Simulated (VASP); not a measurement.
Rh, 1 atom in the cell. The structure is cubic, space group Im-3m (No. 229). Conventional cell: a = 3.040 Å, b = 3.040 Å, c = 3.040 Å, α = 90.00°, β = 90.00°, γ = 90.00°. Within 3.5 Å of Rh (site symmetry m-3m) lie 14 Rh at 2.63 to 3.04 Å. 

| Property | Result |
| --- | --- |
| Program | VASP 6.6.1 |
| Task | single point |
| Functional | PBE |
| Dispersion | D3(BJ) |
| Potentials or basis | VASP PAW PBE potentials, release 64 (Rh_pv) |
| Cutoff | 500 eV |
| k mesh | 20 × 20 × 20 |
| Occupations | gaussian, width 0.1 eV |
| Spin | no spin polarisation |
| Dipole correction | no |
| Further INCAR settings | ALGO = Normal; EDIFF = 1e-06; NBANDS = 14 |

Potentials or basis: VASP PAW PBE potentials, release 64 (Rh_pv).

Command:

```console
$ cat potpaw_PBE.64/Rh_pv/POTCAR > POTCAR
$ mpirun -np 1 vasp_std > vasp.out
```

Hardware: 1 thread of AMD EPYC 7R43 64-Core Processor (Zen 3), on a shared host.

Q: Estimate the wall time of this run.

A: Run time: 32 s on 1 thread of AMD EPYC 7R43 64-Core Processor (Zen 3), on a shared host, peak memory 0.13 GiB. Counts: scf iterations 11, k points 256.
